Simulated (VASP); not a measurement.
# ScSi2 (P6/mmm) in VASP: a series of runs

Runs on ScSi2. Level: PBEsol. Tasks: single point.

Everything below comes from runs of VASP 6.6.1. Logs are shortened: lines on timing, memory, paths and dates and some standing lists are left out, and cuts for length are marked.

### 1 The cell of the first run

The structure is hexagonal, space group P6/mmm (No. 191). Conventional cell: a = 3.660 Å, b = 3.660 Å, c = 3.793 Å, α = 90.00°, β = 90.00°, γ = 120.00°. Within 3.7 Å of Sc (site symmetry 6/mmm) lie 12 Si at 2.84 Å and 6 Sc at 3.66 Å. Si (site symmetry -6m2) has 3 Si at 2.11 Å within 2.8 Å.

### 2 Single point, PBEsol (zz strain of -2 %)

INCAR reads:

```
PREC = Accurate
ENCUT = 520
EDIFF = 1E-7
ISMEAR = -1
SIGMA = 0.05
LREAL = False
LASPH = True
NELM = 60
ALGO = Normal
ISIF = 2
LWAVE = False
LCHARG = True
GGA = PS
LELF = True
LVHAR = True
NBANDS = 16
```

KPOINTS reads:

```
Automatic mesh
0
Gamma
  13 13 11
```

POSCAR reads:

```
ScSi2
1.0
    3.6599987106      0.0000000000      0.0000000000
   -1.8299993553      3.1696518612      0.0000000000
    0.0000000000      0.0000000000      3.7926000000
Sc Si
1 2
Direct
    0.0000000000      0.0000000000      0.0000000000
    0.3333333333      0.6666666667      0.5000000000
    0.6666666667      0.3333333333      0.5000000000
```

Potentials or basis: VASP PAW PBE potentials, release 64 (Sc_sv, Si).

Command:

```bash
$ cat potpaw_PBE.64/Sc_sv/POTCAR potpaw_PBE.64/Si/POTCAR > POTCAR
$ mpirun -np 1 vasp_std > vasp.out
```

OUTCAR:

```text
PREC = Accurate
   ENCUT = 520
   EDIFF = 1E-7
   ISMEAR = -1
   LREAL = False
   LASPH = True
   NELM = 60
   ISIF = 2
   GGA = PS

 ion  position               nearest neighbor table
   1  0.000  0.000  0.000-   2 2.84   3 2.84   2 2.84   3 2.84   3 2.84   3 2.84   2 2.84   2 2.84
                             3 2.84   3 2.84   2 2.84   2 2.84
   2  0.333  0.667  0.500-   3 2.11   3 2.11   3 2.11   1 2.84   1 2.84   1 2.84   1 2.84   1 2.84
                             1 2.84
   3  0.667  0.333  0.500-   2 2.11   2 2.11   2 2.11   1 2.84   1 2.84   1 2.84   1 2.84   1 2.84
                             1 2.84

  LATTYP: Found a hexagonal cell.
 ALAT       =     3.6599987106
 C/A-ratio  =     1.0362298733

  Lattice vectors:

 A1 = (   3.6599987106,   0.0000000000,   0.0000000000)
 A2 = (  -1.8299993553,   3.1696518612,   0.0000000000)
 A3 = (   0.0000000000,   0.0000000000,   3.7926000000)

Analysis of symmetry for initial positions (statically):
=====================================================================
 Subroutine PRICEL returns:
 Original cell was already a primitive cell.

 Routine SETGRP: Setting up the symmetry group for a
 hexagonal supercell.

 Subroutine GETGRP returns: Found 24 space group operations
 (whereof 24 operations were pure point group operations)
 out of a pool of 24 trial point group operations.

The static configuration has the point symmetry D_6h.

Analysis of symmetry for dynamics (positions and initial velocities):
=====================================================================
 Subroutine PRICEL returns:
 Original cell was already a primitive cell.

 Routine SETGRP: Setting up the symmetry group for a
 hexagonal supercell.

 Subroutine GETGRP returns: Found 24 space group operations
 (whereof 24 operations were pure point group operations)
 out of a pool of 24 trial point group operations.

The dynamic configuration has the point symmetry D_6h.

 Subroutine INISYM returns: Found 24 space group operations
 (whereof 24 operations are pure point group operations),
 and found     1 'primitive' translations

----------------------------------------------------------------------------------------

                                     Primitive cell

  volume of cell :      43.9977

  direct lattice vectors                    reciprocal lattice vectors
     3.659998711  0.000000000  0.000000000     0.273224140  0.157746031  0.000000000
    -1.829999355  3.169651861  0.000000000     0.000000000  0.315492062  0.000000000
     0.000000000  0.000000000  3.792600000     0.000000000  0.000000000  0.263671360

  length of vectors
     3.659998711  3.659998711  3.792600000     0.315492062  0.315492062  0.263671360

  position of ions in fractional coordinates (direct lattice)
     0.000000000  0.000000000  0.000000000
     0.333333333  0.666666667  0.500000000
     0.666666667  0.333333333  0.500000000

  ion indices of the primitive-cell ions
   primitive index   ion index
                 1           1
                 2           2
                 3           3

----------------------------------------------------------------------------------------

 KPOINTS: Automatic mesh

Automatic generation of k-mesh.
 Grid dimensions read from file:
 generate k-points for:   13   13   11

 Generating k-lattice:

  Cartesian coordinates                     Fractional coordinates (reciprocal lattice)
     0.021017242  0.012134310  0.000000000     0.076923077 -0.000000000  0.000000000
     0.000000000  0.024268620  0.000000000     0.000000000  0.076923077  0.000000000
     0.000000000  0.000000000  0.023970124     0.000000000  0.000000000  0.090909091

  Length of vectors
     0.024268620  0.024268620  0.023970124

  Shift w.r.t. Gamma in fractional coordinates (k-lattice)
     0.000000000  0.000000000  0.000000000

 Subroutine IBZKPT returns following result:
 ===========================================

 Found    126 irreducible k-points:

 Following reciprocal coordinates:
            Coordinates               Weight
  0.000000  0.000000  0.000000      1.000000
  0.076923  0.000000  0.000000      6.000000
  0.153846  0.000000  0.000000      6.000000
  0.230769  0.000000  0.000000      6.000000
  0.307692  0.000000  0.000000      6.000000
  0.384615  0.000000  0.000000      6.000000
[... 16 lines left out ...]
  0.076923  0.000000  0.090909     12.000000
  0.153846  0.000000  0.090909     12.000000
 [... further k-points ...]
   k-points           NKPTS =    126   k-points in BZ     NKDIM =    126   number of bands    NBANDS=     16
   number of dos      NEDOS =    301   number of ions     NIONS =      3
   total plane-waves  NPLWV =  21952
   dimension x,y,z NGX =    28 NGY =   28 NGZ =   28
   dimension x,y,z NGXF=    56 NGYF=   56 NGZF=   56
   ions per type =               1   2
   NGX,Y,Z   is equivalent  to a cutoff of  12.72, 12.72, 12.27 a.u.
   NGXF,Y,Z  is equivalent  to a cutoff of  25.44, 25.44, 24.55 a.u.
 SYSTEM =  unknown system
   PREC   = accura    normal or accurate (medium, high low for compatibility)
   ISTART =      0    job   : 0-new  1-cont  2-samecut
   ICHARG =      2    charge: 1-file 2-atom 10-const
   ISPIN  =      1    spin polarized calculation?
   LNONCOLLINEAR =      F non collinear calculations
   LSORBIT =      F    spin-orbit coupling
   LASPH  =      T    aspherical Exc in radial PAW
   ENCUT  =  520.0 eV  38.22 Ry    6.18 a.u.   6.81  6.81  7.05*2*pi/ulx,y,z
   NELM   =     60;   NELMIN=  2; NELMDL= -5     # of ELM steps
   EDIFF  = 0.1E-06   stopping-criterion for ELM
   LREAL  =      F    real-space projection
   EDIFFG = 0.1E-05   stopping-criterion for IOM
   NSW    =      0    number of steps for IOM
   IBRION =     -1    ionic relax: 0-MD 1-quasi-New 2-CG
   NFREE  =      0    steps in history (QN), initial steepest desc. (CG)
   ISIF   =      2    stress and relaxation
   ISYM   =      2    0-nonsym 1-usesym 2-fastsym
   POTIM  = 0.5000    time-step for ionic-motion
   TEBEG  =    0.0;   TEEND  =   0.0 temperature during run
   PSTRESS=    0.0 pullay stress
   NELECT =      19.0000    total number of electrons
   NUPDOWN=      -1.0000    fix difference up-down
   EMIN   =  10.00;   EMAX   =-10.00  energy-range for DOS
   EFERMI =   0.00;   METHOD = LEGACY
   ISMEAR =    -1;   SIGMA  =   0.05  broadening in eV -4-tet -1-fermi 0-gaus
   EFERMI_NEDOS =   21; number of points for ismear=-14 and -15
   IALGO  =     38    algorithm
   IMIX   =      4    mixing-type and parameters
     AMIX     =   0.40;   BMIX     =  1.00
     AMIX_MAG =   1.60;   BMIX_MAG =  1.00
  volume/ion in A,a.u.               =      14.67        98.97
  Fermi-wavevector in a.u.,A,eV,Ry     =   1.237417  2.338380 20.833262  1.531202
  Thomas-Fermi vector in A             =   2.371985
   LORBIT       =      0    0 simple, 1 ext, 2 COOP (PROOUT), +10 PAW based schemes
   GGA     = PS    functional components
   LHFCALC =     F    Hartree Fock is set to
   AEXX    =    0.0000 exact exchange contribution
   IVDW    =     0    specifies the selected vdW correction
   LEPSILON=     F    determine dielectric tensor
   LRPA    =     F    only Hartree local field effects (RPA)
 non-spin polarized calculation
  energy-cutoff  :      520.00
  volume of cell :       44.00
 maximum number of plane-waves:      1196
 NGX is ok and might be reduce to    28
   NGX = 13   NGY = 13   NGZ = 15

 number of electron      19.0000003 magnetization

 Free energy of the ion-electron system (eV)
  ---------------------------------------------------
  ext. energy  EPLUGINS =         0.00000000
  ---------------------------------------------------
  free energy    TOTEN  =       -18.69103050 eV

  energy without entropy =      -18.67552323  energy(sigma->0) =      -18.68327686

 E-fermi :   9.3279     XC(G=0): -11.4328

 val. band max:        9.3253565694   @ k =   0.2308   0.0769   0.1818
 cond. band min:       9.3369188519   @ k =   0.3846   0.0769   0.4545
 fundamental gap:      0.0115622825
 Fermi energy:         9.3279140823

 k-point     1 :       0.0000    0.0000    0.0000
  band No.  band energies     occupation
      1     -39.9177      2.00000
      2     -18.7188      2.00000
      3     -18.6558      2.00000
      4     -18.6558      2.00000
      5      -4.5566      2.00000
      6       5.7984      2.00000
[... 8 lines left out ...]
     15      12.1847      0.00000
     16      12.1847      0.00000

 k-point     2 :       0.0769    0.0000    0.0000
  band No.  band energies     occupation
      1     -39.9170      2.00000
      2     -18.7176      2.00000
      3     -18.6637      2.00000
      4     -18.6576      2.00000
      5      -4.4693      2.00000
      6       5.3249      2.00000
[... 8 lines left out ...]
     15      12.2525      0.00000
     16      12.3815      0.00000

 k-point     3 :       0.1538    0.0000    0.0000
  band No.  band energies     occupation
      1     -39.9152      2.00000
      2     -18.7141      2.00000
      3     -18.6857      2.00000
      4     -18.6625      2.00000
      5      -4.2099      2.00000
      6       4.2725      2.00000
[... 8 lines left out ...]
     15      12.2482      0.00000
     16      12.9536      0.00000

 k-point     4 :       0.2308    0.0000    0.0000
  band No.  band energies     occupation
      1     -39.9127      2.00000
      2     -18.7164      2.00000
      3     -18.7092      2.00000
      4     -18.6694      2.00000
      5      -3.7857      2.00000
      6       3.0508      2.00000
[... 8 lines left out ...]
     15      13.6210      0.00000
     16      13.8513      0.00000
[... 324 lines left out ...]
 k-point    22 :       0.0000    0.0000    0.0909
  band No.  band energies     occupation
      1     -39.9173      2.00000
      2     -18.7263      2.00000
      3     -18.6552      2.00000
      4     -18.6552      2.00000
      5      -4.4916      2.00000
      6       5.2709      2.00000
[... 8 lines left out ...]
     15      11.9511      0.00000
     16      11.9511      0.00000

 k-point    23 :       0.0769    0.0000    0.0909
  band No.  band energies     occupation
      1     -39.9167      2.00000
      2     -18.7250      2.00000
      3     -18.6631      2.00000
      4     -18.6570      2.00000
      5      -4.4056      2.00000
      6       5.3078      2.00000
[... 8 lines left out ...]
     15      12.0009      0.00000
     16      12.1909      0.00000

 k-point    24 :       0.1538    0.0000    0.0909
  band No.  band energies     occupation
      1     -39.9149      2.00000
      2     -18.7213      2.00000
      3     -18.6848      2.00000
      4     -18.6619      2.00000
      5      -4.1499      2.00000
      6       4.3101      2.00000
[... 8 lines left out ...]
     15      12.2522      0.00000
     16      12.7918      0.00000

 [... further k-points ...]

------------------------ aborting loop because EDIFF is reached ----------------------------------------

  FORCE on cell =-STRESS in cart. coord.  units (eV):
  Direction    XX          YY          ZZ          XY          YZ          ZX
  --------------------------------------------------------------------------------------
  -------------------------------------------------------------------------------------
  Total        9.9887313      9.9887313      0.1837943      0.0000000     -0.0000000      0.0000000
  in kB      363.7402634    363.7402634      6.6928820      0.0000000     -0.0000000      0.0000000
  external PRESSURE =     244.7244696 kB  Pullay stress =       0.0000000 kB

 VOLUME and BASIS-vectors are now :
 -----------------------------------------------------------------------------
  energy-cutoff  :      520.00
  volume of cell :       44.00
      direct lattice vectors                 reciprocal lattice vectors
     3.659998711  0.000000000  0.000000000     0.273224140  0.157746031  0.000000000
    -1.829999355  3.169651861  0.000000000     0.000000000  0.315492062  0.000000000
     0.000000000  0.000000000  3.792600000     0.000000000  0.000000000  0.263671360

 POSITION                                       TOTAL-FORCE (eV/Angst)
 -----------------------------------------------------------------------------------
      0.00000      0.00000      0.00000         0.000000      0.000000      0.000000
     -0.00000      2.11310      1.89630         0.000000      0.000000      0.000000
      1.83000      1.05655      1.89630        -0.000000      0.000000      0.000000
 -----------------------------------------------------------------------------------
    total drift:                               -0.000000      0.000000      0.000000

  FREE ENERGIE OF THE ION-ELECTRON SYSTEM (eV)
  ---------------------------------------------------
  free  energy   TOTEN  =       -18.6910304965 eV

  energy  without entropy=      -18.6755232297  energy(sigma->0) =      -18.68327686
```

It took 68 s on 1 thread of Intel Xeon Platinum 8259CL at 2.50GHz (Skylake/Cascade Lake), shared host; peak memory 0.22 GiB.

What came out:

```
Free energy : -18.6910 eV
Pressure    : 24.5 GPa
```

Stress tensor (GPa, compression positive):
```
36.37  0.00  0.00
 0.00 36.37  0.00
 0.00  0.00  0.67
```

Caveat: the cell differs from its parent crystal (zz strain of -2 %); the PAW data sets were made with another functional, which shifts forces and pressure a little.

(Continued in part 2 of 2.)
